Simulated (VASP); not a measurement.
# Pd (P6/mmm) in VASP: further runs, part 2 of 2

VASP 6.6.1. The steps go on from the part before.

## Step 3: Single point, revPBE

This run uses another cell than the first one, of 16.03 Å³/atom.

INCAR

```
SYSTEM = Pd
  PREC = Accurate
  ENCUT = 520
  EDIFF = 1E-6
  ISMEAR = -1
  SIGMA = 0.1
  LREAL = .FALSE.
  LASPH = .TRUE.
  NELM = 100
  ALGO = Normal
  ISIF = 2
  LWAVE = .FALSE.
  LCHARG = .FALSE.
  GGA = RE
  NBANDS = 22
```

KPOINTS

```
regular mesh
0
G
  11 11 15
  0 0 0
```

POSCAR

```
Pd
1.0
    4.5353183976      0.0000000000      0.0000000000
   -2.2676591988      3.9277009466      0.0000000000
    0.0000000000      0.0000000000      2.6990696916
Pd
3
Direct
    0.0000000000      0.0000000000      1.0000000000
    0.3333333333      0.6666666667      0.5000000000
    0.6666666667      0.3333333333      0.5000000000
```

Potentials or basis: VASP PAW PBE potentials, release 64 (Pd).

Started as:

```console
$ cat potpaw_PBE.64/Pd/POTCAR > POTCAR
$ mpirun -np 1 vasp_std > vasp.out
```

OUTCAR:

```text
SYSTEM = Pd
   PREC = Accurate
   ENCUT = 520
   EDIFF = 1E-6
   ISMEAR = -1
   LREAL = .FALSE.
   LASPH = .TRUE.
   NELM = 100
   ISIF = 2
   GGA = RE

 ion  position               nearest neighbor table
   1  0.000  0.000  0.000-   2 2.95   3 2.95   2 2.95   3 2.95   3 2.95   3 2.95   2 2.95   2 2.95
                             3 2.95   3 2.95   2 2.95   2 2.95
   2  0.333  0.667  0.500-   3 2.62   3 2.62   3 2.62   1 2.95   1 2.95   1 2.95   1 2.95   1 2.95
                             1 2.95
   3  0.667  0.333  0.500-   2 2.62   2 2.62   2 2.62   1 2.95   1 2.95   1 2.95   1 2.95   1 2.95
                             1 2.95

  LATTYP: Found a hexagonal cell.
 ALAT       =     4.5353183976
 C/A-ratio  =     0.5951224269

  Lattice vectors:

 A1 = (   4.5353183976,   0.0000000000,   0.0000000000)
 A2 = (  -2.2676591988,   3.9277009466,   0.0000000000)
 A3 = (   0.0000000000,   0.0000000000,   2.6990696916)

Analysis of symmetry for initial positions (statically):
=====================================================================
 Subroutine PRICEL returns:
 Original cell was already a primitive cell.

 Routine SETGRP: Setting up the symmetry group for a
 hexagonal supercell.

 Subroutine GETGRP returns: Found 24 space group operations
 (whereof 24 operations were pure point group operations)
 out of a pool of 24 trial point group operations.

The static configuration has the point symmetry D_6h.

Analysis of symmetry for dynamics (positions and initial velocities):
=====================================================================
 Subroutine PRICEL returns:
 Original cell was already a primitive cell.

 Routine SETGRP: Setting up the symmetry group for a
 hexagonal supercell.

 Subroutine GETGRP returns: Found 24 space group operations
 (whereof 24 operations were pure point group operations)
 out of a pool of 24 trial point group operations.

The dynamic configuration has the point symmetry D_6h.

 Subroutine INISYM returns: Found 24 space group operations
 (whereof 24 operations are pure point group operations),
 and found     1 'primitive' translations

----------------------------------------------------------------------------------------

                                     Primitive cell

  volume of cell :      48.0795

  direct lattice vectors                    reciprocal lattice vectors
     4.535318398  0.000000000  0.000000000     0.220491686  0.127300934  0.000000000
    -2.267659199  3.927700947  0.000000000     0.000000000  0.254601869  0.000000000
     0.000000000  0.000000000  2.699069692     0.000000000  0.000000000  0.370498029

  length of vectors
     4.535318398  4.535318398  2.699069692     0.254601869  0.254601869  0.370498029

  position of ions in fractional coordinates (direct lattice)
     0.000000000  0.000000000  0.000000000
     0.333333333  0.666666667  0.500000000
     0.666666667  0.333333333  0.500000000

  ion indices of the primitive-cell ions
   primitive index   ion index
                 1           1
                 2           2
                 3           3

----------------------------------------------------------------------------------------

 KPOINTS: regular mesh

Automatic generation of k-mesh.
 Grid dimensions read from file:
 generate k-points for:   11   11   15

 Generating k-lattice:

  Cartesian coordinates                     Fractional coordinates (reciprocal lattice)
     0.020044699  0.011572812  0.000000000     0.090909091 -0.000000000  0.000000000
     0.000000000  0.023145624  0.000000000     0.000000000  0.090909091  0.000000000
     0.000000000  0.000000000  0.024699869     0.000000000  0.000000000  0.066666667

  Length of vectors
     0.023145624  0.023145624  0.024699869

  Shift w.r.t. Gamma in fractional coordinates (k-lattice)
     0.000000000  0.000000000  0.000000000

 Subroutine IBZKPT returns following result:
 ===========================================

 Found    128 irreducible k-points:

 Following reciprocal coordinates:
            Coordinates               Weight
  0.000000  0.000000  0.000000      1.000000
  0.090909  0.000000  0.000000      6.000000
  0.181818  0.000000  0.000000      6.000000
  0.272727  0.000000  0.000000      6.000000
  0.363636  0.000000  0.000000      6.000000
  0.454545  0.000000  0.000000      6.000000
[... 16 lines left out ...]
  0.090909  0.090909  0.066667     12.000000
  0.181818  0.090909  0.066667     24.000000
 [... further k-points ...]
   k-points           NKPTS =    128   k-points in BZ     NKDIM =    128   number of bands    NBANDS=     22
   number of dos      NEDOS =    301   number of ions     NIONS =      3
   total plane-waves  NPLWV =  25920
   dimension x,y,z NGX =    36 NGY =   36 NGZ =   20
   dimension x,y,z NGXF=    72 NGYF=   72 NGZF=   40
   ions per type =               3
   NGX,Y,Z   is equivalent  to a cutoff of  13.20, 13.20, 12.32 a.u.
   NGXF,Y,Z  is equivalent  to a cutoff of  26.39, 26.39, 24.64 a.u.
 SYSTEM =  Pd
   PREC   = accura    normal or accurate (medium, high low for compatibility)
   ISTART =      0    job   : 0-new  1-cont  2-samecut
   ICHARG =      2    charge: 1-file 2-atom 10-const
   ISPIN  =      1    spin polarized calculation?
   LNONCOLLINEAR =      F non collinear calculations
   LSORBIT =      F    spin-orbit coupling
   LASPH  =      T    aspherical Exc in radial PAW
   ENCUT  =  520.0 eV  38.22 Ry    6.18 a.u.   8.43  8.43  5.02*2*pi/ulx,y,z
   NELM   =    100;   NELMIN=  2; NELMDL= -5     # of ELM steps
   EDIFF  = 0.1E-05   stopping-criterion for ELM
   LREAL  =      F    real-space projection
   EDIFFG = 0.1E-04   stopping-criterion for IOM
   NSW    =      0    number of steps for IOM
   IBRION =     -1    ionic relax: 0-MD 1-quasi-New 2-CG
   NFREE  =      0    steps in history (QN), initial steepest desc. (CG)
   ISIF   =      2    stress and relaxation
   ISYM   =      2    0-nonsym 1-usesym 2-fastsym
   POTIM  = 0.5000    time-step for ionic-motion
   TEBEG  =    0.0;   TEEND  =   0.0 temperature during run
   PSTRESS=    0.0 pullay stress
   NELECT =      30.0000    total number of electrons
   NUPDOWN=      -1.0000    fix difference up-down
   EMIN   =  10.00;   EMAX   =-10.00  energy-range for DOS
   EFERMI =   0.00;   METHOD = LEGACY
   ISMEAR =    -1;   SIGMA  =   0.10  broadening in eV -4-tet -1-fermi 0-gaus
   EFERMI_NEDOS =   21; number of points for ismear=-14 and -15
   IALGO  =     38    algorithm
   IMIX   =      4    mixing-type and parameters
     AMIX     =   0.40;   BMIX     =  1.00
     AMIX_MAG =   1.60;   BMIX_MAG =  1.00
  volume/ion in A,a.u.               =      16.03       108.15
  Fermi-wavevector in a.u.,A,eV,Ry     =   1.398927  2.643589 26.626569  1.956998
  Thomas-Fermi vector in A             =   2.522037
   LORBIT       =      0    0 simple, 1 ext, 2 COOP (PROOUT), +10 PAW based schemes
   GGA     = RE    functional components
   LHFCALC =     F    Hartree Fock is set to
   AEXX    =    0.0000 exact exchange contribution
   IVDW    =     0    specifies the selected vdW correction
   LEPSILON=     F    determine dielectric tensor
   LRPA    =     F    only Hartree local field effects (RPA)
 non-spin polarized calculation
  energy-cutoff  :      520.00
  volume of cell :       48.08
 maximum number of plane-waves:      1324
 NGX is ok and might be reduce to    36
   NGX = 17   NGY = 17   NGZ = 11

 number of electron      29.9999999 magnetization

 Free energy of the ion-electron system (eV)
  ---------------------------------------------------
  ext. energy  EPLUGINS =         0.00000000
  ---------------------------------------------------
  free energy    TOTEN  =       -14.03545962 eV

  energy without entropy =      -13.84757386  energy(sigma->0) =      -13.94151674

 E-fermi :   8.5618     XC(G=0): -12.5778

 val. band max:        8.5561781749   @ k =   0.3636   0.0000   0.2000
 cond. band min:       8.5652391163   @ k =   0.4545   0.0000   0.0000
 fundamental gap:      0.0090609414
 Fermi energy:         8.5618372798

 k-point     1 :       0.0000    0.0000    0.0000
  band No.  band energies     occupation
      1       2.0543      2.00000
      2       3.9378      2.00000
      3       5.2994      2.00000
      4       5.6594      2.00000
      5       5.6594      2.00000
      6       5.6660      2.00000
[... 574 lines left out ...]
      6       5.6574      2.00000
[... 14 lines left out ...]
     21      20.1216      0.00000
     22      20.7221      0.00000

 [... further k-points ...]

------------------------ aborting loop because EDIFF is reached ----------------------------------------

  FORCE on cell =-STRESS in cart. coord.  units (eV):
  Direction    XX          YY          ZZ          XY          YZ          ZX
  --------------------------------------------------------------------------------------
  -------------------------------------------------------------------------------------
  Total       -0.0855091     -0.0855091     -0.0337528      0.0000000     -0.0000000      0.0000000
  in kB       -2.8494614     -2.8494614     -1.1247617      0.0000000     -0.0000000      0.0000000
  external PRESSURE =      -2.2745615 kB  Pullay stress =       0.0000000 kB

 VOLUME and BASIS-vectors are now :
 -----------------------------------------------------------------------------
  energy-cutoff  :      520.00
  volume of cell :       48.08
      direct lattice vectors                 reciprocal lattice vectors
     4.535318398  0.000000000  0.000000000     0.220491686  0.127300934  0.000000000
    -2.267659199  3.927700947  0.000000000     0.000000000  0.254601869  0.000000000
     0.000000000  0.000000000  2.699069692     0.000000000  0.000000000  0.370498029

 POSITION                                       TOTAL-FORCE (eV/Angst)
 -----------------------------------------------------------------------------------
      0.00000      0.00000      0.00000         0.000000      0.000000      0.000000
     -0.00000      2.61847      1.34953        -0.000000      0.000000     -0.000000
      2.26766      1.30923      1.34953         0.000000      0.000000      0.000000
 -----------------------------------------------------------------------------------
    total drift:                                0.000000      0.000000     -0.000000

  FREE ENERGIE OF THE ION-ELECTRON SYSTEM (eV)
  ---------------------------------------------------
  free  energy   TOTEN  =       -14.0354596247 eV

  energy  without entropy=      -13.8475738567  energy(sigma->0) =      -13.94151674
```

Wall time 46 s (1 thread of Intel Xeon 6975P-C (Granite Rapids), shared host); peak memory 0.24 GiB.

Results:

```yaml
Free_energy: -14.0355 eV
Pressure: -0.2 GPa
Band_gap_on_the_k_mesh: zero (bands 15 and 16 overlap by 0.81 eV)
```

Stress tensor (GPa, compression positive):
```
-0.28  0.00  0.00
 0.00 -0.28  0.00
 0.00  0.00 -0.11
```

Levels at points of the mesh, in eV from the Fermi level:
| k point | band 11 | band 12 | band 13 | band 14 | band 15 | band 16 | band 17 | band 18 | band 19 | band 20 |
| --- | --- | --- | --- | --- | --- | --- | --- | --- | --- | --- |
| (0.00, 0.00, 0.00) | -1.44 | -1.44 | -1.31 | -1.31 | 0.09 | 0.09 | 7.17 | 7.17 | 7.18 | 7.18 |

Caveat: the PAW data sets were made with another functional, which shifts forces and pressure a little.

## Step 4: Relaxation of cell and atoms, revPBE

This run uses another cell than the first one, of 14.71 Å³/atom.

INCAR

```
PREC     = Accurate       # precision mode
ENCUT    = 600            # plane-wave cutoff, eV
EDIFF    = 1E-6           # SCF threshold, eV
ISMEAR   = -1             # smearing method
SIGMA    = 0.1            # smearing width, eV
LREAL    = F              # projectors in reciprocal space
LASPH    = T              # aspherical terms in the spheres
NELM     = 80             # most SCF steps
ALGO     = Normal         # electronic algorithm
ISIF     = 3              # what is computed and relaxed
LWAVE    = F              # write WAVECAR
LCHARG   = F              # write CHGCAR
GGA      = RE             # functional
IBRION   = 2              # ionic algorithm
NSW      = 80             # ionic steps
EDIFFG   = -0.01          # ionic threshold
```

KPOINTS

```
Automatic mesh
0
Gamma
  8 8 12
```

POSCAR

```
Pd
1.0
    4.3646624039      0.0000000000      0.0000000000
   -2.1823312020      3.7799085207      0.0000000000
    0.0000000000      0.0000000000      2.6755380536
Pd
3
Direct
    0.0000000000      0.0000000000      0.0000000000
    0.3333333333      0.6666666667      0.5000000000
    0.6666666667      0.3333333333      0.5000000000
```

Started as:

```console
$ cat potpaw_PBE.64/Pd/POTCAR > POTCAR
$ mpirun -np 1 vasp_std > vasp.out
```

It took 2.1 min on 1 thread of Intel Xeon 6975P-C (Granite Rapids), shared host; peak memory 0.22 GiB.

Results (log left out):

```
Free energy                           : -14.0358 eV
Relaxed volume                        : 15.98 Å³/atom
Relaxed cell                          : a = 4.531 Å, b = 4.531 Å, c = 2.697 Å, α = 90.00°, β = 90.00°, γ = 120.00°
Space group after relaxing (to 0.1 Å) : P6/mmm (No. 191)
Energy gained by relaxing             : 63.1 meV/atom
Ionic steps                           : 9
Pressure after relaxing               : 0.0 GPa
Band gap on the k mesh                : zero (bands 15 and 16 overlap by 0.87 eV)
```

Step by step:
```
step  energy change (eV)  largest force (eV/Å)  pressure (GPa)  volume (Å³)
   1              0.0000                0.0000           15.41        44.14
   2              0.0588                0.0000          -11.88        53.79
   3             -0.1852                0.0000           -0.66        48.20
   4             -0.1853                0.0000           -0.43        48.12
   5             -0.1853                0.0000           -0.19        48.03
   6             -0.1891                0.0000            0.22        47.88
   7             -0.1891                0.0000            0.23        47.88
   8             -0.1892                0.0000           -0.17        48.02
   9             -0.1892                0.0000            0.01        47.95
```

Final structure:
```xyz
3
Lattice="4.5310 0.0000 0.0000 -2.2655 3.9240 0.0000 0.0000 0.0000 2.6971" Properties=species:S:1:pos:R:3 pbc="T T T"
Pd    0.0000    0.0000    0.0000
Pd    0.0000    2.6160    1.3485
Pd    2.2655    1.3080    1.3485
```

Levels at points of the mesh, in eV from the Fermi level:
```
           k point  band 12  band 13  band 14  band 15  band 16  band 17  band 18  band 19
(0.00, 0.00, 0.00)    -1.45    -1.32    -1.32     0.09     0.09     7.19     7.19     7.20
(0.50, 0.00, 0.00)    -0.48    -0.35    -0.34    -0.26    -0.05     0.15     1.43     7.10
(0.00, 0.00, 0.50)    -0.46    -0.20    -0.20     0.62     2.29     3.04     9.18     9.84
(0.50, 0.00, 0.50)    -0.65    -0.41     0.09     0.36     2.93     3.14     6.25     6.67
```

Caveat: the PAW data sets were made with another functional, which shifts forces and pressure a little.

## Step 5: Overview

```csv
task,cell,k mesh,cutoff (eV),gap on the mesh (eV),pressure (GPa)
single point,"a = 4.710, b = 4.710, c = 2.803 Å, angles 90.0, 90.0, 120.0°, 3 atoms",9 × 9 × 13,520,none,-11.9
single point,"a = 4.535, b = 4.535, c = 2.699 Å, angles 90.0, 90.0, 120.0°, 3 atoms",11 × 11 × 15,520,none,-0.2
relaxation of cell and atoms,"relaxed from a = 4.365, b = 4.365, c = 2.676 Å, angles 90.0, 90.0, 120.0°, 3 atoms",8 × 8 × 12,600,none,0.0
```

Alike in all rows: level revPBE; potentials or basis VASP PAW PBE potentials, release 64 (Pd); no spin polarisation; smearing fermi-dirac 0.1 eV.

Caveats: the PAW data sets were made with another functional, which shifts forces and pressure a little; the cell stands under tension (at least some runs).

Absolute energies hang on the potentials; compare differences alone.
